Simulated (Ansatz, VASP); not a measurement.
Two plane-wave programs on ZrCd2F6

```
CELL_PARAMETERS angstrom
2.94216 5.09597 0.00000
-2.94216 5.09597 0.00000
0.00000 0.00000 4.59914
ATOMIC_POSITIONS crystal
Zr 0.00000 0.00000 0.00000
F 0.16000 0.68000 0.19800
F 0.16000 0.16000 0.19800
F 0.68000 0.16000 0.19800
F 0.84000 0.32000 0.80200
F 0.32000 0.84000 0.80200
F 0.84000 0.84000 0.80200
Cd 0.33330 0.33340 0.69200
Cd 0.66670 0.66660 0.30800
```

Alike in both runs: task single point; functional PBE; k mesh 4 × 4 × 4; occupations gaussian, width 0.2898 eV; no spin polarisation.

|  | VASP | Ansatz |
| --- | --- | --- |
| version | VASP 6.6.1 | Ansatz 0.2.0 |
| potentials or method | VASP PAW PBE potentials, release 64 (Zr_sv, F, Cd), cutoff 520 eV | PAW plane waves |
| valence electrons in the cell | 78 | 94 |

|  | VASP | Ansatz | Ansatz less VASP |
| --- | --- | --- | --- |
| gap on the k mesh at the Fermi level (eV) | none | none | - |
| pressure (GPa) | 22.6 | 22.1 | -0.51 |
| traceless stress, the component that is largest in VASP (GPa) | -3.18 | -2.95 | +0.231 |
| rms of the force components (eV/Å) | 2.475 | 2.396 | -0.0794 |

Atom by atom the forces differ by 0.080 eV/Å (rms over components). A gap of «none» marks a metal or a gap that the smearing closes. VASP's potentials hold 78 valence electrons a cell and Ansatz's 94, so a difference there can come from the potentials and not from the codes. Ansatz's warnings: structure snapped to symmetry.
